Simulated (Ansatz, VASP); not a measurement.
TaN: VASP beside Ansatz

```
Ta N
1.0
     0.00000    2.22003    2.22003
     2.22003    0.00000    2.22003
     2.22003    2.22003    0.00000
Ta N
1 1
Direct
  0.50000 0.50000 0.50000
  0.00000 0.00000 0.00000
```

Alike in both runs: task single point; functional r2SCAN; k mesh 16 × 16 × 16; occupations gaussian, width 0.1 eV; no spin polarisation.

|  | VASP | Ansatz |
| --- | --- | --- |
| version | VASP 6.6.1 | Ansatz 0.2.0 |
| potentials or method | VASP PAW PBE potentials, release 64 (Ta_pv, N), cutoff 520 eV | scalar-relativistic, plane waves, PAW |
| valence electrons in the cell | 16 | 18 |

```csv
,VASP,Ansatz,Ansatz less VASP
gap on the k mesh at the Fermi level (eV),none,none,-
pressure (GPa),-8.0,-9.7,-1.75
```

VASP's potentials were made for PBE, not for r2SCAN. A gap of «none» marks a metal or a gap that the smearing closes. VASP's potentials hold 16 valence electrons a cell and Ansatz's 18, so a difference there can come from the potentials and not from the codes.

Neither program's run includes spin-orbit coupling.
